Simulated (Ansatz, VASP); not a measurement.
# BiTe in VASP and in Ansatz

The input INCAR:

```
  ALGO = Normal
  EDIFF = 1E-6
  EDIFFG = -0.001
  ENCUT = 600
  GGA = PS
  IBRION = 2
  ISIF = 3
  ISMEAR = -1
  LASPH = T
  LCHARG = F
  LREAL = F
  LWAVE = F
  NELM = 100
  NSW = 80
  PREC = Accurate
  SIGMA = 0.15
```

File KPOINTS:

```
k-points
0
Gamma
  12 12 12
```

POSCAR

```
BiTe
1.0
    0.0000000000      3.1971538327      3.1971538327
    3.1971538327      0.0000000000      3.1971538327
    3.1971538327      3.1971538327      0.0000000000
Bi Te
1 1
Direct
    0.0000000000      0.0000000000      0.0000000000
    0.5000000000      0.5000000000      0.5000000000
```

Input for Ansatz:

```yaml
crystal:
  lattice:
    - [0.0, 3.1971538434, 3.1971538434]
    - [3.1971538434, 0.0, 3.1971538434]
    - [3.1971538434, 3.1971538434, 0.0]
  atoms:
    - { symbol: Bi, position: [0.0, 0.0, 0.0] }
    - { symbol: Te, position: [0.5, 0.5, 0.5] }
basis:
  ecutwfc: 420
kpoints:
  mp_grid: { grid: [12, 12, 12] }
hamiltonian:
  xc: pbesol
scf:
  occupations: { method: fermi_dirac, width: 0.15 }
output:
  forces: true
  stress: true
  eigenvalues: true
relax:
  adjacent_minimum: "off"
  f_tol: 0.001
  max_steps: 60
  cell: { stress_tol: 0.01 }
```

Alike in both runs: task relaxation of cell and atoms; functional PBEsol; k mesh 12 × 12 × 12; occupations fermi-dirac, width 0.15 eV; no spin polarisation.

|  | VASP | Ansatz |
| --- | --- | --- |
| version | VASP 6.6.1 | Ansatz 0.2.0 |
| potentials or method | VASP PAW PBE potentials, release 64 (Bi_d, Te), cutoff 600 eV | scalar-relativistic, plane waves, PAW |
| valence electrons in the cell | 21 | 31 |

```tsv
	VASP	Ansatz	Ansatz less VASP
gap on the k mesh at the Fermi level, each at its own relaxed structure (eV)	none	none	-
relaxed volume (Å³/atom)	32.79	32.79	-0.004
relaxed cell length with the largest relative difference (Å)	4.526	4.526	-0.0002
```

VASP's potentials were made for PBE, not for PBEsol. A gap of «none» marks a metal or a gap that the smearing closes. VASP's potentials hold 21 valence electrons a cell and Ansatz's 31, so a difference there can come from the potentials and not from the codes.

Neither program's run includes spin-orbit coupling.
